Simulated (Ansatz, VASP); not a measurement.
**Fe: VASP beside Ansatz**

```
CELL_PARAMETERS angstrom
-1.41631 1.41631 1.41631
1.41631 -1.41631 1.41631
1.41631 1.41631 -1.41631
ATOMIC_POSITIONS crystal
Fe 0.00000 0.00000 0.00000
```

Alike in both runs: task single point; functional PBE; k mesh 15 × 15 × 15; occupations gaussian, width 0.6 eV; collinear spin.

|  | VASP | Ansatz |
| --- | --- | --- |
| version | VASP 6.6.1 | Ansatz 0.2.0 |
| potentials or method | VASP PAW PBE potentials, release 64 (Fe), cutoff 520 eV | plane waves (420 eV) with PAW, scalar-relativistic |
| valence electrons in the cell | 8 | 16 |

|  | VASP | Ansatz | Ansatz less VASP |
| --- | --- | --- | --- |
| pressure (GPa) | 0.2 | 0.2 | +0.03 |
| net moment per atom (μB) | 2.14 | 2.12 | -0.020 |
| size of the moment on the site where the two differ most (μB) | 2.13 | 2.16 | +0.028 |

Site moments also hang on the region over which each program counts them. The functional is the same, so the differences come from potentials, cutoffs and numerics. VASP's potentials hold 8 valence electrons a cell and Ansatz's 16, so a difference there can come from the potentials and not from the codes.
